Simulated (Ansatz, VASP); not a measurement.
# MgS in VASP and in Ansatz

```
CELL_PARAMETERS angstrom
0.00000 2.85919 2.79085
2.85919 0.00000 2.79085
2.85919 2.85919 0.00000
ATOMIC_POSITIONS crystal
Mg 0.00000 0.00000 0.00000
S 0.25000 0.25000 0.25000
```

Change from the starting cell: epitaxial_xy strain +1.0%.

Alike in both runs: task single point; functional HSE06; k mesh 6 × 6 × 6; no spin polarisation.

```csv
,VASP,Ansatz
version,VASP 6.6.1,Ansatz 0.2.0
potentials or method,"VASP PAW PBE potentials, release 64 (Mg, S)","plane waves, PAW"
plane-wave cutoff (eV),520,420
occupations,"gaussian, width 0.01 eV",fixed
valence electrons in the cell,8,16
```

Ansatz gave:

```
gap on the k mesh at the Fermi level (eV)                     : 4.45
pressure (GPa)                                                : -0.3
traceless stress, the component that is largest in VASP (GPa) : 0.35
```

Problem. What did VASP give for the same quantities?

Solution. gap on the k mesh at the Fermi level (eV): 4.44; pressure (GPa): -0.5; traceless stress, the component that is largest in VASP (GPa): 0.35.

VASP's potentials hold 8 valence electrons a cell and Ansatz's 16, so a difference there can come from the potentials and not from the codes. Ansatz's warnings: stress exchange threshold loose, stress scf threshold loose.
